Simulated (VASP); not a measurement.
Write the native input for VASP 6.6.1 that does the following.

| Property | Result |
| --- | --- |
| Task | single point |
| Functional | PBE |
| Dispersion | D3(BJ) |
| Potentials or basis | VASP PAW PBE potentials, release 64 (Al) |
| Cutoff | 520 eV |
| k mesh | 18 × 18 × 6 |
| Occupations | gaussian, width 0.15 eV |
| Spin | no spin polarisation |
| Dipole correction | no |
| Further INCAR settings | ALGO = Fast; EDIFF = 1e-06; NBANDS = 14 |

The structure of Al lies in POSCAR:

```
Al
1.0
    2.8279909309      0.0000000000      0.0000000000
   -1.4139954654      2.4491119878      0.0000000000
    0.0000000000      0.0000000000      8.5699437169
Al
4
Direct
    0.0000000000      0.0000000000      0.0000000000
    0.3333333333      0.6666666667      0.2500000000
    0.0000000000      0.0000000000      0.5000000000
    0.6666666667      0.3333333333      0.7500000000
```

This isn't the form of Al at room conditions, which is fcc.

These files were run (other wordings do the same):

INCAR

```
PREC = Accurate ; ENCUT = 520
EDIFF = 1E-6 ; ISMEAR = 0
SIGMA = 0.15 ; LREAL = False
LASPH = True ; NELM = 100
ALGO = Fast ; ISIF = 2
LWAVE = False ; LCHARG = True
GGA = PE ; IVDW = 12
LELF = True ; LVHAR = True
NBANDS = 14
```

KPOINTS

```
regular mesh
0
Gamma
  18 18 6
```

Potentials or basis: VASP PAW PBE potentials, release 64 (Al).

Command:

```bash
$ cat potpaw_PBE.64/Al/POTCAR > POTCAR
$ mpirun -np 1 vasp_std > vasp.out
```

Results of the run:

* Pressure: 7.3 GPa
* Band gap on the k mesh: zero (bands 6 and 7 overlap by 7.12 eV)
* Dispersion energy per atom: -0.376 eV

Caveat: the cell stands under pressure.

Wall time 38 s on 1 thread of Intel(R) Xeon(R) 6975P-C (Granite Rapids) (shared host), peak memory 0.23 GiB.
